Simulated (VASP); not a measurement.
# KF (I4/mmm) in VASP: further runs, part 2 of 2

VASP 6.6.1.

### 4 Single point, PBE (normal strain along x +0.0700, normal strain along z +0.0000)

File INCAR:

```
PREC = Accurate ; ENCUT = 520
EDIFF = 1E-6 ; ISMEAR = 0
SIGMA = 0.05 ; LREAL = False
LASPH = True ; NELM = 80
ALGO = Normal ; ISIF = 2
LWAVE = False ; LCHARG = True
GGA = PE ; LELF = True
LVHAR = True ; NBANDS = 15
```

File KPOINTS:

```
Automatic mesh
0
Gamma
  8 8 8
```

File POSCAR:

```
KF
1.0
    0.0000000000      2.7105354767      2.7105354767
    2.9002729601      0.0000000000      2.7105354767
    2.9002729601      2.7105354767      0.0000000000
K F
1 1
Direct
    0.0000000000      0.0000000000      0.0000000000
    0.5000000000      0.5000000000      0.5000000000
```

Potentials or basis: VASP PAW PBE potentials, release 64 (K_sv, F).

On the command line:

```console
$ cat potpaw_PBE.64/K_sv/POTCAR potpaw_PBE.64/F/POTCAR > POTCAR
$ mpirun -np 1 vasp_std > vasp.out
```

OUTCAR:

```text
PREC = Accurate
   ENCUT = 520
   EDIFF = 1E-6
   ISMEAR = 0
   LREAL = False
   LASPH = True
   NELM = 80
   ISIF = 2
   GGA = PE

 ion  position               nearest neighbor table
   1  0.000  0.000  0.000-   2 2.71   2 2.71   2 2.71   2 2.71
   2  0.500  0.500  0.500-   1 2.71   1 2.71   1 2.71   1 2.71

  LATTYP: Found a body centered tetragonal cell.
 ALAT       =     3.8332760324
 C/A-ratio  =     1.5132085118

  Lattice vectors:

 A1 = (   2.9002729601,   0.0000000000,   2.7105354767)
 A2 = (   2.9002729601,   0.0000000000,  -2.7105354767)
 A3 = (  -2.9002729601,   2.7105354767,   0.0000000000)

Analysis of symmetry for initial positions (statically):
=====================================================================
 Subroutine PRICEL returns:
 Original cell was already a primitive cell.

 Routine SETGRP: Setting up the symmetry group for a
 body centered tetragonal supercell.

 Subroutine GETGRP returns: Found 16 space group operations
 (whereof 16 operations were pure point group operations)
 out of a pool of 16 trial point group operations.

The static configuration has the point symmetry D_4h.

Analysis of symmetry for dynamics (positions and initial velocities):
=====================================================================
 Subroutine PRICEL returns:
 Original cell was already a primitive cell.

 Routine SETGRP: Setting up the symmetry group for a
 body centered tetragonal supercell.

 Subroutine GETGRP returns: Found 16 space group operations
 (whereof 16 operations were pure point group operations)
 out of a pool of 16 trial point group operations.

The dynamic configuration has the point symmetry D_4h.

 Subroutine INISYM returns: Found 16 space group operations
 (whereof 16 operations are pure point group operations),
 and found     1 'primitive' translations

----------------------------------------------------------------------------------------

                                     Primitive cell

  volume of cell :      42.6166

  direct lattice vectors                    reciprocal lattice vectors
     0.000000000  2.710535477  2.710535477    -0.172397566  0.184465396  0.184465396
     2.900272960  0.000000000  2.710535477     0.172397566 -0.184465396  0.184465396
     2.900272960  2.710535477  0.000000000     0.172397566  0.184465396 -0.184465396

  length of vectors
     3.833276032  3.969708530  3.969708530     0.312691358  0.312691358  0.312691358

  position of ions in fractional coordinates (direct lattice)
     0.000000000  0.000000000  0.000000000
     0.500000000  0.500000000  0.500000000

  ion indices of the primitive-cell ions
   primitive index   ion index
                 1           1
                 2           2

----------------------------------------------------------------------------------------

 KPOINTS: Automatic mesh

Automatic generation of k-mesh.
 Grid dimensions read from file:
 generate k-points for:    8    8    8

 Generating k-lattice:

  Cartesian coordinates                     Fractional coordinates (reciprocal lattice)
    -0.021549696  0.023058174  0.023058174     0.125000000  0.000000000  0.000000000
     0.021549696 -0.023058174  0.023058174     0.000000000  0.125000000 -0.000000000
     0.021549696  0.023058174 -0.023058174     0.000000000 -0.000000000  0.125000000

  Length of vectors
     0.039086420  0.039086420  0.039086420
[... 39 lines left out ...]
   dimension x,y,z NGX =    30 NGY =   30 NGZ =   30
   dimension x,y,z NGXF=    60 NGYF=   60 NGZF=   60
   ions per type =               1   1
   NGX,Y,Z   is equivalent  to a cutoff of  13.01, 12.56, 12.56 a.u.
   NGXF,Y,Z  is equivalent  to a cutoff of  26.02, 25.13, 25.13 a.u.
 SYSTEM =  unknown system
   PREC   = accura    normal or accurate (medium, high low for compatibility)
   ISTART =      0    job   : 0-new  1-cont  2-samecut
   ICHARG =      2    charge: 1-file 2-atom 10-const
   ISPIN  =      1    spin polarized calculation?
   LNONCOLLINEAR =      F non collinear calculations
   LSORBIT =      F    spin-orbit coupling
   LASPH  =      T    aspherical Exc in radial PAW
   ENCUT  =  520.0 eV  38.22 Ry    6.18 a.u.   7.13  7.38  7.38*2*pi/ulx,y,z
   NELM   =     80;   NELMIN=  2; NELMDL= -5     # of ELM steps
   EDIFF  = 0.1E-05   stopping-criterion for ELM
   LREAL  =      F    real-space projection
   EDIFFG = 0.1E-04   stopping-criterion for IOM
   NSW    =      0    number of steps for IOM
   IBRION =     -1    ionic relax: 0-MD 1-quasi-New 2-CG
   NFREE  =      0    steps in history (QN), initial steepest desc. (CG)
   ISIF   =      2    stress and relaxation
   ISYM   =      2    0-nonsym 1-usesym 2-fastsym
   POTIM  = 0.5000    time-step for ionic-motion
   TEBEG  =    0.0;   TEEND  =   0.0 temperature during run
   PSTRESS=    0.0 pullay stress
   NELECT =      16.0000    total number of electrons
   NUPDOWN=      -1.0000    fix difference up-down
   EMIN   =  10.00;   EMAX   =-10.00  energy-range for DOS
   EFERMI =   0.00;   METHOD = LEGACY
   ISMEAR =     0;   SIGMA  =   0.05  broadening in eV -4-tet -1-fermi 0-gaus
   EFERMI_NEDOS =   21; number of points for ismear=-14 and -15
   IALGO  =     38    algorithm
   IMIX   =      4    mixing-type and parameters
     AMIX     =   0.40;   BMIX     =  1.00
     AMIX_MAG =   1.60;   BMIX_MAG =  1.00
  volume/ion in A,a.u.               =      21.31       143.80
  Fermi-wavevector in a.u.,A,eV,Ry     =   1.181014  2.231793 18.977333  1.394795
  Thomas-Fermi vector in A             =   2.317296
   LORBIT       =      0    0 simple, 1 ext, 2 COOP (PROOUT), +10 PAW based schemes
   GGA     = PE    functional components
   LHFCALC =     F    Hartree Fock is set to
   AEXX    =    0.0000 exact exchange contribution
   IVDW    =     0    specifies the selected vdW correction
   LEPSILON=     F    determine dielectric tensor
   LRPA    =     F    only Hartree local field effects (RPA)
 non-spin polarized calculation
 Gauss-broadening in eV      SIGMA  =   0.05
  energy-cutoff  :      520.00
  volume of cell :       42.62
 maximum number of plane-waves:      1162
 NGX is ok and might be reduce to    30
   NGX = 15   NGY = 15   NGZ = 15

 number of electron      15.9999999 magnetization

 Free energy of the ion-electron system (eV)
  ---------------------------------------------------
  ext. energy  EPLUGINS =         0.00000000
  ---------------------------------------------------
  free energy    TOTEN  =        -8.27567585 eV

  energy without entropy =       -8.27567585  energy(sigma->0) =       -8.27567585

 E-fermi :  -2.7940     XC(G=0):  -7.9092

 val. band max:       -3.0545510847   @ k =   0.0000   0.0000   0.0000
 cond. band min:       2.5350123549   @ k =   0.0000   0.0000   0.0000
 fundamental gap:      5.5895634396
 Fermi energy:        -2.7940494618

 k-point     1 :       0.0000    0.0000    0.0000
  band No.  band energies     occupation
      1     -29.5204      2.00000
      2     -21.6760      2.00000
      3     -12.8669      2.00000
      4     -12.8253      2.00000
      5     -12.8253      2.00000
      6      -3.1058      2.00000
      7      -3.0546      2.00000
      8      -3.0546      2.00000
      9       2.5350      0.00000
     10       7.0769      0.00000
     11       7.4279      0.00000
     12       7.4279      0.00000
     13       8.5591      0.00000
     14       9.1277      0.00000
[... 401 lines left out ...]
      2     -21.7126      2.00000
      3     -12.9765      2.00000
      4     -12.9168      2.00000
      5     -12.8171      2.00000
      6      -3.5816      2.00000
      7      -3.3002      2.00000
      8      -3.2249      2.00000
      9       4.5364      0.00000
     10       6.4182      0.00000
     11       8.1069      0.00000
     12       8.3394      0.00000
     13       9.7148      0.00000
     14       9.7756      0.00000
     15      13.9195      0.00000

 [... further k-points ...]

------------------------ aborting loop because EDIFF is reached ----------------------------------------

  FORCE on cell =-STRESS in cart. coord.  units (eV):
  Direction    XX          YY          ZZ          XY          YZ          ZX
  --------------------------------------------------------------------------------------
  -------------------------------------------------------------------------------------
  Total       -0.6960628     -0.2224246     -0.2224246      0.0000000      0.0000000      0.0000000
  in kB      -26.1685684     -8.3620822     -8.3620822      0.0000000      0.0000000      0.0000000
  external PRESSURE =     -14.2975776 kB  Pullay stress =       0.0000000 kB

 VOLUME and BASIS-vectors are now :
 -----------------------------------------------------------------------------
  energy-cutoff  :      520.00
  volume of cell :       42.62
      direct lattice vectors                 reciprocal lattice vectors
     0.000000000  2.710535477  2.710535477    -0.172397566  0.184465396  0.184465396
     2.900272960  0.000000000  2.710535477     0.172397566 -0.184465396  0.184465396
     2.900272960  2.710535477  0.000000000     0.172397566  0.184465396 -0.184465396

 POSITION                                       TOTAL-FORCE (eV/Angst)
 -----------------------------------------------------------------------------------
      0.00000      0.00000      0.00000         0.000000     -0.000000      0.000000
      2.90027      2.71054      2.71054         0.000000      0.000000     -0.000000
 -----------------------------------------------------------------------------------
    total drift:                                0.000000      0.000000      0.000000

  FREE ENERGIE OF THE ION-ELECTRON SYSTEM (eV)
  ---------------------------------------------------
  free  energy   TOTEN  =        -8.2756758530 eV

  energy  without entropy=       -8.2756758530  energy(sigma->0) =       -8.27567585
```

OSZICAR:

```text
N       E                     dE             d eps       ncg     rms          rms(c)
DAV:   1     0.106364209813E+03    0.10636E+03   -0.80833E+03  1770   0.101E+03
DAV:   2    -0.496439278085E+01   -0.11133E+03   -0.10313E+03  2322   0.277E+02
DAV:   3    -0.946953144812E+01   -0.45051E+01   -0.44856E+01  2394   0.489E+01
DAV:   4    -0.958688038605E+01   -0.11735E+00   -0.11734E+00  2360   0.726E+00
DAV:   5    -0.958799863555E+01   -0.11182E-02   -0.11182E-02  2384   0.642E-01    0.626E+00
DAV:   6    -0.831547962292E+01    0.12725E+01   -0.37387E+00  1910   0.140E+01    0.357E+00
DAV:   7    -0.827982167234E+01    0.35658E-01   -0.68632E-02  2127   0.222E+00    0.198E+00
DAV:   8    -0.827304210385E+01    0.67796E-02   -0.57894E-02  2043   0.231E+00    0.205E-01
DAV:   9    -0.827485657806E+01   -0.18145E-02   -0.37635E-03  2176   0.505E-01    0.122E-01
DAV:  10    -0.827553891203E+01   -0.68233E-03   -0.51778E-04  1861   0.189E-01    0.667E-02
DAV:  11    -0.827567446488E+01   -0.13555E-03   -0.12950E-04  1903   0.934E-02    0.183E-02
DAV:  12    -0.827567520368E+01   -0.73881E-06   -0.10606E-05  2156   0.308E-02    0.346E-03
DAV:  13    -0.827567585298E+01   -0.64930E-06   -0.20770E-06  1986   0.124E-02
   1 F= -.82756759E+01 E0= -.82756759E+01  d E =-.205571E-15
```

It took 18 s on 1 thread of AMD EPYC 9R45 (Zen 5), shared host; peak memory 0.16 GiB.

Results:

* Free energy: -8.2757 eV
* Pressure: -1.4 GPa
* Band gap on the k mesh: 5.59 eV

Caveat: the cell differs from its parent crystal (normal strain along x +0.0700, normal strain along z +0.0000). A k mesh can miss the band edges.

### 5 Single point, PBE (normal strain along x +0.0000, normal strain along z +0.0750)

File INCAR:

```
PREC = Accurate
ENCUT = 520
EDIFF = 1E-6
ISMEAR = 0
SIGMA = 0.05
LREAL = F
LASPH = T
NELM = 60
ALGO = Normal
ISIF = 2
LWAVE = F
LCHARG = T
GGA = PE
LELF = T
LVHAR = T
NBANDS = 15
```

KPOINTS is that of step 4.

File POSCAR:

```
KF
1.0
    0.0000000000      2.7105354767      2.9138256375
    2.7105354767      0.0000000000      2.9138256375
    2.7105354767      2.7105354767      0.0000000000
K F
1 1
Direct
    0.0000000000      0.0000000000      0.0000000000
    0.5000000000      0.5000000000      0.5000000000
```

On the command line:

```console
$ cat potpaw_PBE.64/K_sv/POTCAR potpaw_PBE.64/F/POTCAR > POTCAR
$ mpirun -np 1 vasp_std > vasp.out
```

Wall time 20 s (1 thread of Intel Xeon 6975P-C (Granite Rapids), shared host); peak memory 0.18 GiB.

It converged, with:

```yaml
Free_energy: -8.2726 eV
Pressure: -1.5 GPa
Band_gap_on_the_k_mesh: 5.57 eV
```

Stress tensor (GPa, compression positive):
```
-0.89  0.00  0.00
 0.00 -0.89  0.00
 0.00  0.00 -2.71
```

Levels at points of the mesh, in eV from the valence-band top:
```csv
k point,band 6,band 7,band 8,band 9,band 10,band 11
"(0.00, 0.00, 0.00)",-0.05,0.00,0.00,5.57,10.11,10.48
"(0.50, 0.00, 0.00)",-0.70,-0.30,-0.28,8.55,9.75,11.34
"(0.50, 0.50, 0.00)",-0.34,-0.06,-0.06,8.23,9.65,10.45
"(0.50, 0.00, 0.50)",-0.23,-0.13,-0.08,8.01,9.69,11.12
```

Caveat: the cell differs from its parent crystal (normal strain along x +0.0000, normal strain along z +0.0750).

### 6 Single point, PBE (normal strain along x +0.0000, normal strain along z +0.1125)

File INCAR:

```
PREC = Accurate
ENCUT = 520
EDIFF = 1E-6
ISMEAR = 0
SIGMA = 0.05
LREAL = False
LASPH = True
NELM = 80
ALGO = Normal
ISIF = 2
LWAVE = False
LCHARG = True
GGA = PE
LELF = True
LVHAR = True
NBANDS = 15
```

KPOINTS is that of step 5.

File POSCAR:

```
KF
1.0
    0.0000000000      2.7105354767      3.0154707178
    2.7105354767      0.0000000000      3.0154707178
    2.7105354767      2.7105354767      0.0000000000
K F
1 1
Direct
    0.0000000000      0.0000000000      0.0000000000
    0.5000000000      0.5000000000      0.5000000000
```

Potentials or basis: VASP PAW PBE potentials, release 64 (K_sv, F).

On the command line:

```console
$ cat potpaw_PBE.64/K_sv/POTCAR potpaw_PBE.64/F/POTCAR > POTCAR
$ mpirun -np 1 vasp_std > vasp.out
```

It took 19 s on 1 thread of Intel Xeon 6975P-C (Granite Rapids), shared host; peak memory 0.18 GiB.

Results (log left out):

```yaml
Free_energy: -8.2465 eV
Pressure: -1.9 GPa
Band_gap_on_the_k_mesh: 5.40 eV
```

Stress tensor (GPa, compression positive):
```
-1.23  0.00  0.00
 0.00 -1.23  0.00
 0.00  0.00 -3.18
```

Levels at points of the mesh, in eV from the valence-band top:
```
           k point  band 4  band 5  band 6  band 7  band 8  band 9  band 10  band 11  band 12  band 13
(0.00, 0.00, 0.00)   -9.88   -9.88   -0.06    0.00    0.00    5.40     9.92    10.46    10.46    11.35
(0.50, 0.00, 0.00)   -9.96   -9.87   -0.68   -0.29   -0.27    8.39     9.51    11.14    11.70    13.17
(0.50, 0.50, 0.00)   -9.97   -9.97   -0.36   -0.05   -0.05    8.26     9.48    10.00    12.91    13.25
(0.50, 0.00, 0.50)  -10.08  -10.06   -0.22   -0.14   -0.09    7.95     9.53    10.97    12.75    12.87
```

Caveat: the cell differs from its parent crystal (normal strain along x +0.0000, normal strain along z +0.1125). A k mesh can miss the band edges.

### 7 The runs side by side

```csv
cell,gap on the mesh (eV),pressure (GPa)
"a = 3.833, b = 3.767, c = 3.767 Å, angles 61.2, 59.4, 59.4°, 2 atoms",6.08,1.3
"a = 3.762, b = 3.762, c = 3.833 Å, angles 59.4, 59.4, 61.3°, 2 atoms",6.09,1.4
"a = 3.833, b = 3.970, c = 3.970 Å, angles 57.7, 61.1, 61.1°, 2 atoms",5.59,-1.4
"a = 3.980, b = 3.980, c = 3.833 Å, angles 61.2, 61.2, 57.6°, 2 atoms",5.57,-1.5
"a = 4.055, b = 4.055, c = 3.833 Å, angles 61.8, 61.8, 56.4°, 2 atoms",5.40,-1.9
```

Alike in all rows: task single point; level PBE; potentials or basis VASP PAW PBE potentials, release 64 (K_sv, F); no spin polarisation; k mesh 8 × 8 × 8; cutoff (eV) 520; smearing gaussian 0.05 eV.

Absolute energies hang on the potentials; compare differences alone.
